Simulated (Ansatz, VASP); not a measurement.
Two plane-wave programs on SiSe3

```xyz
8
Lattice="5.9625 0.0000 0.0000 -2.9813 5.1637 0.0000 0.0000 0.0000 5.2096" Properties=species:S:1:pos:R:3 pbc="T T T"
Si    0.0000    3.4425    1.3024
Si    2.9813    1.7212    3.9072
Se    2.9813    3.3299    1.3024
Se   -1.3932    4.2468    3.9072
Se    1.5881    0.9169    1.3024
Se    0.0000    1.8338    3.9072
Se    4.3744    0.9169    1.3024
Se    1.3932    4.2468    3.9072
```

Alike in both runs: task relaxation of cell and atoms; functional PBE; k mesh 9 × 9 × 8; occupations gaussian, width 0.1 eV; no spin polarisation.

```csv
,VASP,Ansatz
version,VASP 6.6.1,Ansatz 0.2.0
potentials or method,"VASP PAW PBE potentials, release 64 (Si, Se), cutoff 600 eV","scalar-relativistic, plane waves, PAW"
valence electrons in the cell,44,104
```

Ansatz gave:

```
gap on the k mesh at the Fermi level, each at its own relaxed structure (eV) : none
relaxed volume (Å³/atom)                                                     : 20.35
relaxed cell length with the largest relative difference (Å)                 : 5.240
```

Which values does VASP return?

gap on the k mesh at the Fermi level, each at its own relaxed structure (eV): none; relaxed volume (Å³/atom): 20.34; relaxed cell length with the largest relative difference (Å): 5.246.

A gap of «none» marks a metal or a gap that the smearing closes. VASP's potentials hold 44 valence electrons a cell and Ansatz's 104, so a difference there can come from the potentials and not from the codes.
